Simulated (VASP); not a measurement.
# B (Fm-3m) in VASP: notebook, part 2 of 2

VASP 6.6.1.

## (3) Single point, PBE (Sc replaced by B, lengths x 0.696, strained)

The input, INCAR:

```
SYSTEM = B
ALGO = Normal ; EDIFF = 1E-6
ENCUT = 500 ; GGA = PE
GGA_COMPAT = .FALSE. ; ISIF = 2
ISMEAR = 0 ; LASPH = .TRUE.
LCHARG = .FALSE. ; LREAL = .FALSE.
LWAVE = .FALSE. ; NBANDS = 8
NELM = 120 ; PREC = Accurate
SIGMA = 0.1
```

The input, KPOINTS:

```
k-points
0
G
  22 22 22
  0 0 0
```

The input, POSCAR:

```
B
1.0
    0.0000000000      1.6523701048      1.6523701048
    1.6523701048      0.0000000000      1.6523701048
    1.6523701048      1.6523701048      0.0000000000
B
1
Direct
    0.0000000000      0.0000000000      0.0000000000
```

Potentials or basis: VASP PAW PBE potentials, release 64 (B).

Command:

```bash
cat potpaw_PBE.64/B/POTCAR > POTCAR
mpirun -np 1 vasp_std > vasp.out
```

OUTCAR:

```text
SYSTEM = B
   EDIFF = 1E-6
   ENCUT = 500
   GGA = PE
   ISIF = 2
   ISMEAR = 0
   LASPH = .TRUE.
   LREAL = .FALSE.
   NELM = 120
   PREC = Accurate

 ion  position               nearest neighbor table
   1  0.000  0.000  0.000-

  LATTYP: Found a face centered cubic cell.
 ALAT       =     3.3047402096

  Lattice vectors:

 A1 = (   0.0000000000,   1.6523701048,   1.6523701048)
 A2 = (   1.6523701048,   0.0000000000,   1.6523701048)
 A3 = (   1.6523701048,   1.6523701048,   0.0000000000)

Analysis of symmetry for initial positions (statically):
=====================================================================
 Subroutine PRICEL returns:
 Original cell was already a primitive cell.

 Routine SETGRP: Setting up the symmetry group for a
 face centered cubic supercell.

 Subroutine GETGRP returns: Found 48 space group operations
 (whereof 48 operations were pure point group operations)
 out of a pool of 48 trial point group operations.

The static configuration has the point symmetry O_h .

Analysis of symmetry for dynamics (positions and initial velocities):
=====================================================================
 Subroutine PRICEL returns:
 Original cell was already a primitive cell.

 Routine SETGRP: Setting up the symmetry group for a
 face centered cubic supercell.

 Subroutine GETGRP returns: Found 48 space group operations
 (whereof 48 operations were pure point group operations)
 out of a pool of 48 trial point group operations.

The dynamic configuration has the point symmetry O_h .

 Subroutine INISYM returns: Found 48 space group operations
 (whereof 48 operations are pure point group operations),
 and found     1 'primitive' translations

----------------------------------------------------------------------------------------

                                     Primitive cell

  volume of cell :       9.0230

  direct lattice vectors                    reciprocal lattice vectors
     0.000000000  1.652370105  1.652370105    -0.302595646  0.302595646  0.302595646
     1.652370105  0.000000000  1.652370105     0.302595646 -0.302595646  0.302595646
     1.652370105  1.652370105  0.000000000     0.302595646  0.302595646 -0.302595646

  length of vectors
     2.336804212  2.336804212  2.336804212     0.524111034  0.524111034  0.524111034

  position of ions in fractional coordinates (direct lattice)
     0.000000000  0.000000000  0.000000000

  ion indices of the primitive-cell ions
   primitive index   ion index
                 1           1

----------------------------------------------------------------------------------------

 KPOINTS: k-points

Automatic generation of k-mesh.
 Grid dimensions read from file:
 generate k-points for:   22   22   22

 Generating k-lattice:

  Cartesian coordinates                     Fractional coordinates (reciprocal lattice)
    -0.013754348  0.013754348  0.013754348     0.045454545  0.000000000  0.000000000
     0.013754348 -0.013754348  0.013754348     0.000000000  0.045454545  0.000000000
     0.013754348  0.013754348 -0.013754348     0.000000000  0.000000000  0.045454545

  Length of vectors
     0.023823229  0.023823229  0.023823229

  Shift w.r.t. Gamma in fractional coordinates (k-lattice)
     0.000000000  0.000000000  0.000000000

 Subroutine IBZKPT returns following result:
 ===========================================

 Found    328 irreducible k-points:

 Following reciprocal coordinates:
            Coordinates               Weight
  0.000000  0.000000  0.000000      1.000000
  0.045455  0.000000  0.000000      8.000000
  0.090909  0.000000  0.000000      8.000000
  0.136364  0.000000  0.000000      8.000000
  0.181818  0.000000  0.000000      8.000000
  0.227273  0.000000  0.000000      8.000000
[... 16 lines left out ...]
  0.500000  0.045455  0.000000     24.000000
 -0.454545  0.045455  0.000000     24.000000
 [... further k-points ...]
   k-points           NKPTS =    328   k-points in BZ     NKDIM =    328   number of bands    NBANDS=      8
   number of dos      NEDOS =    301   number of ions     NIONS =      1
   total plane-waves  NPLWV =   5832
   dimension x,y,z NGX =    18 NGY =   18 NGZ =   18
   dimension x,y,z NGXF=    36 NGYF=   36 NGZF=   36
   ions per type =               1
   NGX,Y,Z   is equivalent  to a cutoff of  12.81, 12.81, 12.81 a.u.
   NGXF,Y,Z  is equivalent  to a cutoff of  25.61, 25.61, 25.61 a.u.
 SYSTEM =  B
   PREC   = accura    normal or accurate (medium, high low for compatibility)
   ISTART =      0    job   : 0-new  1-cont  2-samecut
   ICHARG =      2    charge: 1-file 2-atom 10-const
   ISPIN  =      1    spin polarized calculation?
   LNONCOLLINEAR =      F non collinear calculations
   LSORBIT =      F    spin-orbit coupling
   LASPH  =      T    aspherical Exc in radial PAW
   ENCUT  =  500.0 eV  36.75 Ry    6.06 a.u.   4.26  4.26  4.26*2*pi/ulx,y,z
   NELM   =    120;   NELMIN=  2; NELMDL= -5     # of ELM steps
   EDIFF  = 0.1E-05   stopping-criterion for ELM
   LREAL  =      F    real-space projection
   EDIFFG = 0.1E-04   stopping-criterion for IOM
   NSW    =      0    number of steps for IOM
[... 5 lines left out ...]
   TEBEG  =    0.0;   TEEND  =   0.0 temperature during run
   PSTRESS=    0.0 pullay stress
   NELECT =       3.0000    total number of electrons
   NUPDOWN=      -1.0000    fix difference up-down
   EMIN   =  10.00;   EMAX   =-10.00  energy-range for DOS
   EFERMI =   0.00;   METHOD = LEGACY
   ISMEAR =     0;   SIGMA  =   0.10  broadening in eV -4-tet -1-fermi 0-gaus
   EFERMI_NEDOS =   21; number of points for ismear=-14 and -15
   IALGO  =     38    algorithm
   IMIX   =      4    mixing-type and parameters
     AMIX     =   0.40;   BMIX     =  1.00
     AMIX_MAG =   1.60;   BMIX_MAG =  1.00
  volume/ion in A,a.u.               =       9.02        60.89
  Fermi-wavevector in a.u.,A,eV,Ry     =   1.134135  2.143204 17.500646  1.286261
  Thomas-Fermi vector in A             =   2.270838
   LORBIT       =      0    0 simple, 1 ext, 2 COOP (PROOUT), +10 PAW based schemes
   GGA     = PE    functional components
   LHFCALC =     F    Hartree Fock is set to
   AEXX    =    0.0000 exact exchange contribution
   IVDW    =     0    specifies the selected vdW correction
   LEPSILON=     F    determine dielectric tensor
   LRPA    =     F    only Hartree local field effects (RPA)
 non-spin polarized calculation
 Gauss-broadening in eV      SIGMA  =   0.10
  energy-cutoff  :      500.00
  volume of cell :        9.02
 maximum number of plane-waves:       259
 NGX is ok and might be reduce to    18
   NGX =  9   NGY =  9   NGZ =  9

 number of electron       3.0000000 magnetization

 Free energy of the ion-electron system (eV)
  ---------------------------------------------------
  ext. energy  EPLUGINS =         0.00000000
  ---------------------------------------------------
  free energy    TOTEN  =        -4.66789495 eV

  energy without entropy =       -4.66622686  energy(sigma->0) =       -4.66706090

 E-fermi :   5.8137     XC(G=0): -11.3112

 val. band max:        5.8067350637   @ k =  -0.4545   0.3182   0.1364
 cond. band min:       5.8142324345   @ k =  -0.3636   0.4545   0.1364
 fundamental gap:      0.0074973708
 Fermi energy:         5.8137272530

 k-point     1 :       0.0000    0.0000    0.0000
  band No.  band energies     occupation
      1      -8.6886      2.00000
      2      16.6701      0.00000
      3      16.6701      0.00000
      4      16.6701      0.00000
      5      31.6704      0.00000
      6      31.6704      0.00000
      7      31.6704      0.00000
      8      34.9759      0.00000

 k-point     2 :       0.0455    0.0000    0.0000
  band No.  band energies     occupation
      1      -8.6170      2.00000
      2      16.3899      0.00000
      3      16.6158      0.00000
      4      16.6158      0.00000
      5      30.8746      0.00000
      6      31.8047      0.00000
      7      31.8047      0.00000
      8      36.1448      0.00000
[... 221 lines left out ...]
 k-point    23 :       0.5000    0.0455    0.0000
  band No.  band energies     occupation
      1      -0.8766      2.00000
      2       0.8860      2.00000
      3      14.5544      0.00000
      4      14.6190      0.00000
      5      28.0100      0.00000
      6      29.6505      0.00000
      7      30.1905      0.00000
      8      32.7339      0.00000

 k-point    24 :      -0.4545    0.0455    0.0000
  band No.  band energies     occupation
      1      -1.2242      2.00000
      2       1.2747      2.00000
      3      14.4558      0.00000
      4      14.7350      0.00000
      5      28.1419      0.00000
      6      29.5711      0.00000
      7      30.1488      0.00000
      8      32.7895      0.00000

 [... further k-points ...]

------------------------ aborting loop because EDIFF is reached ----------------------------------------

  FORCE on cell =-STRESS in cart. coord.  units (eV):
  Direction    XX          YY          ZZ          XY          YZ          ZX
  --------------------------------------------------------------------------------------
  -------------------------------------------------------------------------------------
  Total       -2.6482693     -2.6482693     -2.6482693     -0.0000000      0.0000000     -0.0000000
  in kB     -470.2412757   -470.2412757   -470.2412757     -0.0000000      0.0000000     -0.0000000
  external PRESSURE =    -470.2412757 kB  Pullay stress =       0.0000000 kB

 VOLUME and BASIS-vectors are now :
 -----------------------------------------------------------------------------
  energy-cutoff  :      500.00
  volume of cell :        9.02
      direct lattice vectors                 reciprocal lattice vectors
     0.000000000  1.652370105  1.652370105    -0.302595646  0.302595646  0.302595646
     1.652370105  0.000000000  1.652370105     0.302595646 -0.302595646  0.302595646
     1.652370105  1.652370105  0.000000000     0.302595646  0.302595646 -0.302595646

 POSITION                                       TOTAL-FORCE (eV/Angst)
 -----------------------------------------------------------------------------------
      0.00000      0.00000      0.00000         0.000000      0.000000      0.000000
 -----------------------------------------------------------------------------------
    total drift:                               -0.000000     -0.000000     -0.000000

  FREE ENERGIE OF THE ION-ELECTRON SYSTEM (eV)
  ---------------------------------------------------
  free  energy   TOTEN  =        -4.6678949513 eV

  energy  without entropy=       -4.6662268551  energy(sigma->0) =       -4.66706090
```

OSZICAR:

```text
N       E                     dE             d eps       ncg     rms          rms(c)
DAV:   1    -0.309347048844E+01   -0.30935E+01   -0.12777E+03  5552   0.271E+02
DAV:   2    -0.466698244540E+01   -0.15735E+01   -0.14940E+01  7200   0.277E+01
DAV:   3    -0.467018413910E+01   -0.32017E-02   -0.32015E-02  5656   0.133E+00
DAV:   4    -0.467018439218E+01   -0.25307E-06   -0.25295E-06  7768   0.113E-02
DAV:   5    -0.467018439136E+01    0.81990E-09   -0.70139E-11  5768   0.355E-05    0.106E+00
DAV:   6    -0.466865444790E+01    0.15299E-02   -0.13639E-03  6432   0.285E-01    0.626E-01
DAV:   7    -0.466789392237E+01    0.76053E-03   -0.32567E-03  6648   0.440E-01    0.475E-02
DAV:   8    -0.466789556394E+01   -0.16416E-05   -0.22607E-05  5624   0.365E-02    0.526E-03
DAV:   9    -0.466789495133E+01    0.61261E-06   -0.28693E-07  5456   0.487E-03
   1 F= -.46678950E+01 E0= -.46670609E+01  d E =-.166810E-02
```

Run time: 10 s. Hardware: 1 thread of AMD EPYC 9R45 (Zen 5), shared host; peak memory 0.09 GiB.

What came out:

```
Free energy            : -4.6679 eV
Pressure               : -47.0 GPa
Band gap on the k mesh : zero (an odd number of electrons rules out a gap without spin polarisation)
```

Caveat: the cell differs from its parent crystal (Sc replaced by B, lengths x 0.696, strained); the cell stands under tension.

The gap in the log of VASP goes by the Fermi energy; the results here count the filled bands.